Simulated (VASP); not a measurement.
Cu:

```xyz
2
Lattice="0.0000 2.4177 2.4177 2.4177 0.0000 2.4177 2.4177 2.4177 0.0000" Properties=species:S:1:pos:R:3 pbc="T T T"
Cu   -0.6044   -0.6044   -0.6044
Cu    0.6044    0.6044    0.6044
```

```yaml
Program: VASP 6.6.1
Task: relaxation of cell and atoms
Functional: PBEsol
Potentials_or_basis: VASP PAW PBE potentials, release 64 (Cu)
Cutoff: 600 eV
k_mesh: 14 × 14 × 14
Occupations: fermi-dirac, width 0.1 eV
Spin: no spin polarisation
```

At the start: pressure 29.1 GPa; volume 14.13 Å³/atom.

Problem. Where does the relaxation end?

Solution. Over 4 steps the energy falls by 278.4 meV/atom and the volume is 18.00 Å³/atom (+27.4 %); space group Fd-3m (No. 227, to 0.05 Å).

The path:
```
step  energy change (eV)  largest force (eV/Å)  pressure (GPa)  volume (Å³)
   1              0.0000                0.0000           29.12        28.27
   2             -0.4735                0.0000           -5.74        40.13
   3             -0.5566                0.0000            0.26        35.83
   4             -0.5567                0.0000           -0.04        36.00
```

Final structure:
```
Cu
1.0
     0.00000    2.62065    2.62065
     2.62065    0.00000    2.62065
     2.62065    2.62065    0.00000
Cu
2
Direct
  0.87500 0.87500 0.87500
  0.12500 0.12500 0.12500
```

Caveat: the volume moved by over 15 % at a fixed basis, so the end points are rough; the PAW data sets were made with another functional, which shifts forces and pressure a little.
